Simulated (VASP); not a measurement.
The system is ZnS.

```
Zn S
1.0
     3.17923    0.00000    0.00000
     0.00000    3.17923    0.00000
     0.00000    0.00000    3.17923
Zn S
1 1
Direct
  0.00000 0.00000 0.00000
  0.50000 0.50000 0.50000
```

Program: VASP 6.6.1. Alike in all runs: task single point; potentials or basis VASP PAW PBE potentials, release 64 (Zn, S); no spin polarisation; cell as given; smearing fermi-dirac 0.02 eV.

Problem. Order these runs on this cell by their pressure, lowest first.
A. level r2SCAN; k mesh 6 × 6 × 6; cutoff (eV) 520
B. level PBEsol; k mesh 8 × 8 × 8; cutoff (eV) 500
C. level PBE; k mesh 4 × 4 × 4; cutoff (eV) 500

Solution. B (-3.4 GPa), A (-0.3 GPa), C (2.1 GPa).

Caveats: some runs use coarse meshes; the PAW data sets were made with another functional, which shifts forces and pressure a little (some runs).
